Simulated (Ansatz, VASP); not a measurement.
## ZnS: VASP beside Ansatz

```xyz
4
Lattice="3.7682 0.0000 0.0000 -1.8841 3.2633 0.0000 0.0000 0.0000 6.2810" Properties=species:S:1:pos:R:3 pbc="T T T"
Zn    0.0000    2.1755    0.0119
Zn    1.8841    1.0878    3.1524
S     0.0000    2.1755    2.3435
S     1.8841    1.0878    5.4840
```

Change from the starting cell: epitaxial_xy strain -1.0%.

Alike in both runs: task single point; functional PBE; k mesh 12 × 12 × 4; occupations fermi-dirac, width 0.02 eV; no spin polarisation.

|  | VASP | Ansatz |
| --- | --- | --- |
| version | VASP 6.6.1 | Ansatz 0.2.0 |
| potentials or method | VASP PAW PBE potentials, release 64 (Zn, S) | plane waves, PAW |
| plane-wave cutoff (eV) | 500 | 420 |
| valence electrons in the cell | 36 | 36 |

VASP gave:

- gap on the k mesh at the Fermi level (eV): 2.23
- pressure (GPa): 3.5
- traceless stress, the component that is largest in VASP (GPa): -1.00

Question: What did Ansatz give for the same quantities?

Answer: gap on the k mesh at the Fermi level (eV): 2.22; pressure (GPa): 3.3; traceless stress, the component that is largest in VASP (GPa): -1.00.
